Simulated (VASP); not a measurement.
# PbSe (Fm-3m) in VASP: a series of runs

PbSe is run at these levels: PBEsol, B3LYP5; tasks: relaxation of cell and atoms, single point.

Everything below comes from runs of VASP 6.6.1. Logs are shortened: lines on timing, memory, paths and dates and some standing lists are left out, and cuts for length are marked.

### 1 The cell of the first run

It takes space group Fm-3m (No. 225, cubic). Conventional cell: a = 6.121 Å, b = 6.121 Å, c = 6.121 Å, α = 90.00°, β = 90.00°, γ = 90.00°. Pb (site symmetry m-3m) has 6 Se at 3.06 Å within 4.0 Å. Se (site symmetry m-3m) has 6 Pb at 3.06 Å within 4.0 Å.

### 2 Relaxation of cell and atoms, PBEsol

INCAR reads:

```
SYSTEM = PbSe
PREC = Accurate
ENCUT = 600
EDIFF = 1E-6
ISMEAR = -1
SIGMA = 0.05
LREAL = .FALSE.
LASPH = .TRUE.
NELM = 100
ALGO = Normal
ISIF = 3
LWAVE = .FALSE.
LCHARG = .FALSE.
GGA = PS
IBRION = 2
NSW = 80
EDIFFG = -0.005
```

KPOINTS reads:

```
regular mesh
0
G
  8 8 8
  0 0 0
```

POSCAR reads:

```
PbSe
1.0
    0.0000000000      3.0606500000      3.0606500000
    3.0606500000      0.0000000000      3.0606500000
    3.0606500000      3.0606500000      0.0000000000
Pb Se
1 1
Direct
    0.0000000000      0.0000000000      0.0000000000
    0.5000000000      0.5000000000      0.5000000000
```

Potentials or basis: VASP PAW PBE potentials, release 64 (Pb_d, Se).

The run is started by

```console
> cat potpaw_PBE.64/Pb_d/POTCAR potpaw_PBE.64/Se/POTCAR > POTCAR
> mpirun -np 1 vasp_std > vasp.out
```

OUTCAR:

```text
SYSTEM = PbSe
   PREC = Accurate
   ENCUT = 600
   EDIFF = 1E-6
   ISMEAR = -1
   LREAL = .FALSE.
   LASPH = .TRUE.
   NELM = 100
   ISIF = 3
   GGA = PS
   IBRION = 2
   NSW = 80
   EDIFFG = -0.005

 ion  position               nearest neighbor table
   1  0.000  0.000  0.000-   2 3.06   2 3.06   2 3.06   2 3.06   2 3.06   2 3.06
   2  0.500  0.500  0.500-   1 3.06   1 3.06   1 3.06   1 3.06   1 3.06   1 3.06

  LATTYP: Found a face centered cubic cell.
 ALAT       =     6.1213000000

  Lattice vectors:

 A1 = (   0.0000000000,   3.0606500000,   3.0606500000)
 A2 = (   3.0606500000,   0.0000000000,   3.0606500000)
 A3 = (   3.0606500000,   3.0606500000,   0.0000000000)

Analysis of symmetry for initial positions (statically):
=====================================================================
 Subroutine PRICEL returns:
 Original cell was already a primitive cell.

 Routine SETGRP: Setting up the symmetry group for a
 face centered cubic supercell.

 Subroutine GETGRP returns: Found 48 space group operations
 (whereof 48 operations were pure point group operations)
 out of a pool of 48 trial point group operations.

The static configuration has the point symmetry O_h .

Analysis of symmetry for dynamics (positions and initial velocities):
=====================================================================
 Subroutine PRICEL returns:
 Original cell was already a primitive cell.

 Routine SETGRP: Setting up the symmetry group for a
 face centered cubic supercell.

 Subroutine GETGRP returns: Found 48 space group operations
 (whereof 48 operations were pure point group operations)
 out of a pool of 48 trial point group operations.

The dynamic configuration has the point symmetry O_h .

 Subroutine INISYM returns: Found 48 space group operations
 (whereof 48 operations are pure point group operations),
 and found     1 'primitive' translations

----------------------------------------------------------------------------------------

                                     Primitive cell

  volume of cell :      57.3418

  direct lattice vectors                    reciprocal lattice vectors
     0.000000000  3.060650000  3.060650000    -0.163363991  0.163363991  0.163363991
     3.060650000  0.000000000  3.060650000     0.163363991 -0.163363991  0.163363991
     3.060650000  3.060650000  0.000000000     0.163363991  0.163363991 -0.163363991

  length of vectors
     4.328412740  4.328412740  4.328412740     0.282954733  0.282954733  0.282954733

  position of ions in fractional coordinates (direct lattice)
     0.000000000  0.000000000  0.000000000
     0.500000000  0.500000000  0.500000000
[... 95 lines left out ...]
   IMIX   =      4    mixing-type and parameters
     AMIX     =   0.40;   BMIX     =  1.00
     AMIX_MAG =   1.60;   BMIX_MAG =  1.00
  volume/ion in A,a.u.               =      28.67       193.48
  Fermi-wavevector in a.u.,A,eV,Ry     =   1.152377  2.177676 18.068159  1.327972
  Thomas-Fermi vector in A             =   2.289028
   LORBIT       =      0    0 simple, 1 ext, 2 COOP (PROOUT), +10 PAW based schemes
   GGA     = PS    functional components
   LHFCALC =     F    Hartree Fock is set to
   AEXX    =    0.0000 exact exchange contribution
   IVDW    =     0    specifies the selected vdW correction
   LEPSILON=     F    determine dielectric tensor
   LRPA    =     F    only Hartree local field effects (RPA)
 conjugate gradient relaxation of ions
 non-spin polarized calculation
  energy-cutoff  :      600.00
  volume of cell :       57.34
 maximum number of plane-waves:      1930
   NGX = 17   NGY = 17   NGZ = 17

--------------------------------------- Ionic step        1  -------------------------------------------

 number of electron      20.0000001 magnetization

 Free energy of the ion-electron system (eV)
  ---------------------------------------------------
  ext. energy  EPLUGINS =         0.00000000
  ---------------------------------------------------
  free energy    TOTEN  =        -8.91729854 eV

  energy without entropy =       -8.91673720  energy(sigma->0) =       -8.91701787

------------------------ aborting loop because EDIFF is reached ----------------------------------------

  FORCE on cell =-STRESS in cart. coord.  units (eV):
  Direction    XX          YY          ZZ          XY          YZ          ZX
  --------------------------------------------------------------------------------------
  -------------------------------------------------------------------------------------
  Total       -0.1714095     -0.1714095     -0.1714095      0.0000000     -0.0000000      0.0000000
  in kB       -4.7893280     -4.7893280     -4.7893280      0.0000000     -0.0000000      0.0000000
  external PRESSURE =      -4.7893280 kB  Pullay stress =       0.0000000 kB
[... 59 lines left out ...]
--------------------------------------- Ionic step        3  -------------------------------------------

 number of electron      20.0000000 magnetization

 Free energy of the ion-electron system (eV)
  ---------------------------------------------------
  ext. energy  EPLUGINS =         0.00000000
  ---------------------------------------------------
  free energy    TOTEN  =        -8.91805492 eV

  energy without entropy =       -8.91739143  energy(sigma->0) =       -8.91772317

 E-fermi :   5.1140     XC(G=0):  -9.7606

 val. band max:        5.0275338772   @ k =   0.5000   0.0000   0.0000
 cond. band min:       5.2004908723   @ k =   0.5000   0.0000   0.0000
 fundamental gap:      0.1729569951
 Fermi energy:         5.1140377384

 k-point     1 :       0.0000    0.0000    0.0000
  band No.  band energies     occupation
      1     -11.7400      2.00000
      2     -11.7400      2.00000
      3     -11.7400      2.00000
      4     -11.7389      2.00000
      5     -11.7389      2.00000
      6      -8.6627      2.00000
      7      -1.2968      2.00000
      8       3.1092      2.00000
      9       3.1092      2.00000
     10       3.1092      2.00000
     11       9.7176      0.00000
     12       9.7176      0.00000
     13       9.7176      0.00000
     14      11.4500      0.00000
[... 377 lines left out ...]
      1     -11.8005      2.00000
      2     -11.7517      2.00000
      3     -11.7289      2.00000
      4     -11.7182      2.00000
      5     -11.7022      2.00000
      6      -7.3615      2.00000
      7      -3.5288      2.00000
      8       1.6932      2.00000
      9       2.0823      2.00000
     10       4.1868      2.00000
     11       6.3356      0.00000
     12       8.4157      0.00000
     13       9.1111      0.00000
     14      12.5424      0.00000

 [... further k-points ...]
[... 5 lines left out ...]
  --------------------------------------------------------------------------------------
  -------------------------------------------------------------------------------------
  Total        0.0000363      0.0000363      0.0000363      0.0000000     -0.0000000      0.0000000
  in kB        0.0010226      0.0010226      0.0010226      0.0000000     -0.0000000      0.0000000
  external PRESSURE =       0.0010226 kB  Pullay stress =       0.0000000 kB
[... 17 lines left out ...]
  FREE ENERGIE OF THE ION-ELECTRON SYSTEM (eV)
  ---------------------------------------------------
  free  energy   TOTEN  =        -8.9180549228 eV

  energy  without entropy=       -8.9173914261  energy(sigma->0) =       -8.91772317

 reached required accuracy - stopping structural energy minimisation
```

OSZICAR:

```text
N       E                     dE             d eps       ncg     rms          rms(c)
DAV:   1     0.164976412838E+03    0.16498E+03   -0.10591E+04   812   0.163E+03
DAV:   2     0.455630052033E+01   -0.16042E+03   -0.15719E+03   854   0.371E+02
DAV:   3    -0.886865499715E+01   -0.13425E+02   -0.13369E+02  1076   0.110E+02
[... 19 lines left out ...]
DAV:   1    -0.892034528548E+01   -0.24029E-02   -0.72605E-02  1004   0.502E+00    0.256E-01
DAV:   2    -0.891838127021E+01    0.19640E-02   -0.40400E-03   992   0.120E+00    0.938E-02
DAV:   3    -0.891805569491E+01    0.32558E-03   -0.14732E-03  1010   0.676E-01    0.167E-02
DAV:   4    -0.891805582955E+01   -0.13463E-06   -0.34771E-05   830   0.668E-02    0.600E-03
DAV:   5    -0.891805492280E+01    0.90675E-06   -0.50646E-06   826   0.351E-02
   3 F= -.89180549E+01 E0= -.89177232E+01  d E =-.756388E-03
```

Wall time 1.7 min (1 thread of Intel Xeon 8259CL, shared host); peak memory 0.22 GiB.

Results:

```
Free energy                           : -8.9181 eV
Relaxed volume                        : 28.42 Å³/atom
Relaxed cell                          : a = 4.316 Å, b = 4.316 Å, c = 4.316 Å, α = 60.00°, β = 60.00°, γ = 60.00°
Space group after relaxing (to 0.1 Å) : Fm-3m (No. 225)
Energy gained by relaxing             : 0.4 meV/atom
Ionic steps                           : 3
Pressure after relaxing               : 0.0 GPa
Band gap on the k mesh                : 0.17 eV
```

Step by step:
| step | energy change (eV) | largest force (eV/Å) | pressure (GPa) | volume (Å³) |
| --- | --- | --- | --- | --- |
| 1 | 0.0000 | 0.0000 | -0.48 | 57.34 |
| 2 | -0.0006 | 0.0000 | 0.19 | 56.63 |
| 3 | -0.0008 | 0.0000 | 0.00 | 56.83 |

Final structure:
```
Pb Se
1.0
     0.00000    3.05157    3.05157
     3.05157    0.00000    3.05157
     3.05157    3.05157    0.00000
Pb Se
1 1
Cartesian
  0.0000 0.0000 0.0000
  3.0516 3.0516 3.0516
```

Caveat: the PAW data sets were made with another functional, which shifts forces and pressure a little; spin-orbit coupling is left out, which moves the levels of the heavy elements.

### 3 Single point, B3LYP5

This run uses another cell than the first one, of 26.95 Å³/atom.

POSCAR reads:

```
PbSe
1.0
    0.0000000000      2.9981702236      2.9981702236
    2.9981702236      0.0000000000      2.9981702236
    2.9981702236      2.9981702236      0.0000000000
Pb Se
1 1
Direct
    0.0000000000      0.0000000000      0.0000000000
    0.5000000000      0.5000000000      0.5000000000
```

INCAR.step1 reads:

```
SYSTEM = PbSe
  PREC = Accurate
  ENCUT = 520
  EDIFF = 1E-5
  ISMEAR = -1
  SIGMA = 0.05
  LREAL = .False.
  LASPH = .True.
  NELM = 60
  ALGO = Normal
  ISIF = 2
  LWAVE = .True.
  LCHARG = .False.
  GGA = PE
  NBANDS = 17
```

INCAR.step2 reads:

```
SYSTEM = PbSe
  PREC = Accurate
  ENCUT = 520
  EDIFF = 1E-6
  ISMEAR = -1
  SIGMA = 0.05
  LREAL = .False.
  LASPH = .True.
  NELM = 60
  ALGO = Normal
  ISIF = 2
  LWAVE = .False.
  LCHARG = .False.
  GGA = B5
  LHFCALC = .True.
  AEXX = 0.2
  AGGAX = 0.72
  AGGAC = 0.81
  ALDAC = 0.19
  PRECFOCK = Normal
  ISTART = 1
  NBANDS = 17
```

KPOINTS reads:

```
Automatic mesh
0
Gamma
  4 4 4
  0 0 0
```

Potentials or basis: VASP PAW PBE potentials, release 64 (Pb_d, Se).

The run is started by

```console
> cat potpaw_PBE.64/Pb_d/POTCAR potpaw_PBE.64/Se/POTCAR > POTCAR
> cp INCAR.step1 INCAR
> mpirun -np 1 vasp_std > vasp.out
> cp INCAR.step2 INCAR
> mpirun -np 1 vasp_std > vasp.out
```

Run time: 15 min. Hardware: 1 thread of Intel Xeon 8259CL, shared host; peak memory 0.19 GiB.

The run converged. Its results:

- Free energy: -9.0859 eV
- Pressure: 9.1 GPa
- Band gap on the k mesh: 1.03 eV

Levels at points of the mesh, in eV from the valence-band top:
```tsv
k point	band 8	band 9	band 10	band 11	band 12	band 13
(0.00, 0.00, 0.00)	-2.54	-2.54	-2.54	5.89	5.89	5.89
(0.50, 0.00, 0.00)	-2.03	-2.03	0.00	1.03	2.39	2.39
(0.50, 0.50, 0.00)	-6.10	-4.10	-4.10	4.58	6.98	6.98
```

Caveat: the k points lie up to 0.45 Å⁻¹ apart; the PAW data sets were made with another functional, which shifts forces and pressure a little; spin-orbit coupling is left out, which moves the levels of the heavy elements.

[end of part 1 of 2]
